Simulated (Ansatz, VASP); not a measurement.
# BaS: VASP beside Ansatz

```
Ba S
1.0
     0.00000    3.30713    3.30713
     3.30713    0.00000    3.30713
     3.30713    3.30713    0.00000
Ba S
1 1
Direct
  0.00000 0.00000 0.00000
  0.50000 0.50000 0.50000
```

Alike in both runs: task single point; functional PBE; k mesh 8 × 8 × 8; occupations gaussian, width 0.02 eV; no spin polarisation.

|  | VASP | Ansatz |
| --- | --- | --- |
| version | VASP 6.6.1 | Ansatz 0.2.0 |
| potentials or method | VASP PAW PBE potentials, release 64 (Ba_sv, S), cutoff 500 eV | scalar-relativistic, plane waves, PAW |
| valence electrons in the cell | 16 | 16 |

|  | VASP | Ansatz | Ansatz less VASP |
| --- | --- | --- | --- |
| gap on the k mesh at the Fermi level (eV) | 2.25 | 2.33 | +0.078 |
| least direct gap on the mesh (eV) | 2.43 | 2.49 | +0.054 |
| pressure (GPa) | -2.6 | -2.9 | -0.40 |

With one functional, cell and mesh, what is left measures potentials, basis and numerics.

Spin-orbit coupling is off throughout.
